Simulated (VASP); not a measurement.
# Ir: single point with r2SCAN

The system is Ir.

```
Ir
1.0
    -1.50178    1.50178    1.50178
     1.50178   -1.50178    1.50178
     1.50178    1.50178   -1.50178
Ir
1
Cartesian
  0.0000 0.0000 0.0000
```

This cell differs from its parent crystal: volume scaled by 0.92.

- Program: VASP 6.6.1
- Task: single point
- Functional: r2SCAN
- Potentials or basis: VASP PAW PBE potentials, release 64 (Ir)
- Cutoff: 520 eV
- k mesh: 16 × 16 × 16
- Occupations: fermi-dirac, width 0.1 eV
- Spin: no spin polarisation
- Dipole correction: no
- Further INCAR settings: ALGO = Normal; EDIFF = 1e-07; NBANDS = 10

The pressure is 37.9 GPa.

Levels at points of the mesh, in eV from the Fermi level:
| k point | band 2 | band 3 | band 4 | band 5 | band 6 | band 7 |
| --- | --- | --- | --- | --- | --- | --- |
| (0.00, 0.00, 0.00) | -4.10 | -4.10 | -4.10 | -0.66 | -0.66 | 17.93 |
| (0.50, 0.00, 0.00) | -6.22 | -0.80 | -0.12 | -0.04 | 2.67 | 9.29 |
| (0.50, 0.50, 0.50) | -8.15 | 1.84 | 1.84 | 1.84 | 8.72 | 8.72 |

Run time: 2.4 min on 1 thread of AMD EPYC 7R43 64-Core Processor (Zen 3) (shared host), peak memory 0.11 GiB.

Caveat: the PAW data sets were made with another functional, which shifts forces and pressure a little; spin-orbit coupling is left out, which moves the levels of the heavy elements.
